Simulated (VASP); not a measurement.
C:

```xyz
4
Lattice="1.2280 -2.1271 0.0000 1.2280 2.1271 0.0000 0.0000 0.0000 7.1733" Properties=species:S:1:pos:R:3 pbc="T T T"
C     1.2280    1.7724    5.4025
C     1.2280   -0.3547    1.7708
C     1.2280   -1.7724    1.7708
C     1.2280    0.3547    5.4025
```

* Program: VASP 6.6.1
* Task: relaxation of cell and atoms
* Functional: PBE
* Potentials or basis: VASP PAW PBE potentials, release 64 (C_h)
* Cutoff: 1300 eV
* k mesh: 1 × 1 × 1
* Occupations: gaussian, width 0.1 eV
* Spin: no spin polarisation

At the start: pressure 27.7 GPa; volume 9.37 Å³/atom.

Task: Where does the relaxation end?

Result: Over 21 steps the energy falls by 114.2 meV/atom and the volume is 12.95 Å³/atom (+38.2 %); space group Fmmm (No. 69, to 0.1 Å) before and after.

The path:
```tsv
step	energy change (eV)	largest force (eV/Å)	pressure (GPa)	volume (Å³)
1	0.0000	0.0462	27.73	37.48
2	1.0262	0.2522	-37.72	46.90
3	-0.2493	0.1125	0.52	40.21
4	-0.2508	0.1058	2.13	40.02
5	-0.2957	0.7481	1.55	41.03
6	-0.3149	1.8046	1.09	42.26
7	-0.3220	1.7229	1.05	42.38
8	-0.3415	1.4785	0.92	42.76
9	-0.3736	0.9923	0.72	43.52
10	-0.4135	0.0317	0.49	45.04
11	-0.4098	1.8457	0.50	48.08
12	-0.4244	0.9328	0.43	46.59
13	-0.4359	0.6915	0.40	47.41
14	-0.4540	0.0414	0.40	49.85
15	-0.4550	0.2676	0.40	50.60
16	-0.4565	0.0673	0.25	51.21
17	-0.4567	0.0401	0.17	51.54
18	-0.4567	0.0463	0.16	51.55
19	-0.4568	0.0183	0.06	51.69
20	-0.4568	0.0132	-0.06	51.85
21	-0.4568	0.0039	-0.03	51.81
```

Final structure:
```xyz
4
Lattice="1.2646 -2.1888 0.0000 1.2646 2.1888 0.0000 0.0000 0.0000 9.3583" Properties=species:S:1:pos:R:3 pbc="T T T"
C     1.2646    1.8241    7.0354
C     1.2646   -0.3647    2.3229
C     1.2646   -1.8241    2.3229
C     1.2646    0.3647    7.0354
```

Caveat: the k points lie up to 2.87 Å⁻¹ apart in the final cell, too coarse for converged energies, forces and pressures; the volume moved by over 15 % at a fixed basis, so the end points are rough; this functional lacks dispersion, which binds layers or chains, so the pressure and a relaxed spacing across them are unreliable.
